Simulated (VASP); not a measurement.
A run of VASP 6.6.1 is set up as follows.

INCAR

```
PREC = Accurate
ENCUT = 520
EDIFF = 1E-7
ISMEAR = 0
SIGMA = 0.1
LREAL = F
LASPH = T
NELM = 150
ALGO = Normal
ISIF = 2
LWAVE = F
LCHARG = T
ISPIN = 2
MAGMOM = 2.77 1.78 1.78 1.78
LORBIT = 11
LMAXMIX = 4
GGA = PS
LELF = T
LVHAR = T
NBANDS = 30
```

Contents of KPOINTS:

```
Automatic mesh
0
Gamma
  12 12 12
```

The input POSCAR:

```
FeCo3
1.0
    3.4876517781      0.0000000000      0.0000000000
    0.0000000000      3.4876517781      0.0000000000
    0.0000000000      0.0000000000      3.4876517781
Fe Co
1 3
Direct
    0.0000000000      0.0000000000      0.0000000000
    0.5000000000      0.5000000000      0.0000000000
    0.5000000000      0.0000000000      0.5000000000
    0.0000000000      0.5000000000      0.5000000000
```

Potentials or basis: VASP PAW PBE potentials, release 64 (Fe, Co).

Run with:

```console
$ cat potpaw_PBE.64/Fe/POTCAR potpaw_PBE.64/Co/POTCAR > POTCAR
$ mpirun -np 1 vasp_std > vasp.out
```

(1) Estimate the site moments.

(2) Predict the net moment.

(3) Predict the pressure.

Results:

(1) Fe +2.50; Co +1.56 μB.

(2) 7.18 μB per cell.

(3) -0.6 GPa.

Caveat: the PAW data sets were made with another functional, which shifts forces and pressure a little.
